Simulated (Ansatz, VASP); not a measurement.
# One calculation of Cu, two programs

```xyz
1
Lattice="0.0000 1.8075 1.8075 1.8075 0.0000 1.8075 1.8075 1.8075 0.0000" Properties=species:S:1:pos:R:3 pbc="T T T"
Cu    0.0000    0.0000    0.0000
```

Alike in both runs: task single point; functional PBEsol; k mesh 13 × 13 × 13; occupations fermi-dirac, width 0.1 eV; no spin polarisation.

|  | VASP | Ansatz |
| --- | --- | --- |
| version | VASP 6.6.1 | Ansatz 0.2.0 |
| potentials or method | VASP PAW PBE potentials, release 64 (Cu), cutoff 600 eV | PAW, plane waves, scalar-relativistic |
| valence electrons in the cell | 11 | 19 |

Ansatz gave:

```
pressure (GPa) : -6.6
```

Question: What did VASP give for the same quantities?

Answer: Pressure (GPa): -5.8.

VASP's potentials were made for PBE, not for PBEsol. VASP's potentials hold 11 valence electrons a cell and Ansatz's 19, so a difference there can come from the potentials and not from the codes.
